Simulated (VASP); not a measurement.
Write the native input for VASP 6.6.1 that does the following.

| Item | Value |
| --- | --- |
| Task | single point |
| Functional | PBE |
| Potentials or basis | VASP PAW PBE potentials, release 64 (Ba_sv, Ti_sv, O) |
| Cutoff | 520 eV |
| k mesh | 7 × 7 × 7 |
| Occupations | fermi-dirac, width 0.08 eV |
| Spin | no spin polarisation |
| Dipole correction | no |
| Further INCAR settings | ALGO = Normal; EDIFF = 1e-07; NBANDS = 28 |

The structure of BaTiO3 lies in POSCAR:

```
BaTiO3
1.0
    3.9998000000      0.0000000000      0.0000000000
    0.0000000000      3.9998000000      0.0000000000
    0.0000000000      0.0000000000      4.0581800000
Ba Ti O
1 1 3
Direct
    0.0000000000      0.0000000000      0.0000000000
    0.5000000000      0.5000000000      0.4820000000
    0.5000000000      0.5000000000      0.0160000000
    0.5000000000      0.0000000000      0.5150000000
    0.0000000000      0.5000000000      0.5150000000
```

This cell differs from its parent crystal: zz strain of +1 %.

The input as run:

INCAR

```
SYSTEM = BaTiO3
ALGO = Normal
EDIFF = 1E-7
ENCUT = 520
GGA = PE
ISIF = 2
ISMEAR = -1
LASPH = .TRUE.
LCHARG = .FALSE.
LREAL = .FALSE.
LWAVE = .FALSE.
NBANDS = 28
NELM = 100
PREC = Accurate
SIGMA = 0.08
```

KPOINTS

```
k-points
0
G
  7 7 7
  0 0 0
```

Potentials or basis: VASP PAW PBE potentials, release 64 (Ba_sv, Ti_sv, O).

Command:

```sh
$ cat potpaw_PBE.64/Ba_sv/POTCAR potpaw_PBE.64/Ti_sv/POTCAR potpaw_PBE.64/O/POTCAR > POTCAR
$ mpirun -np 1 vasp_std > vasp.out
```

It gave:

```
Pressure               : 2.7 GPa
Largest force          : 0.471 eV/Å
Band gap on the k mesh : 1.85 eV (least direct gap 2.10 eV)
```

Caveat: the cell differs from its parent crystal (zz strain of +1 %); spin-orbit coupling is left out, which moves the levels of the heavy elements; an odd mesh through Γ misses points on the zone boundary, where band edges can lie.

Run time: 110 s on 1 thread of Intel Xeon 8259CL (shared host), peak memory 0.22 GiB.
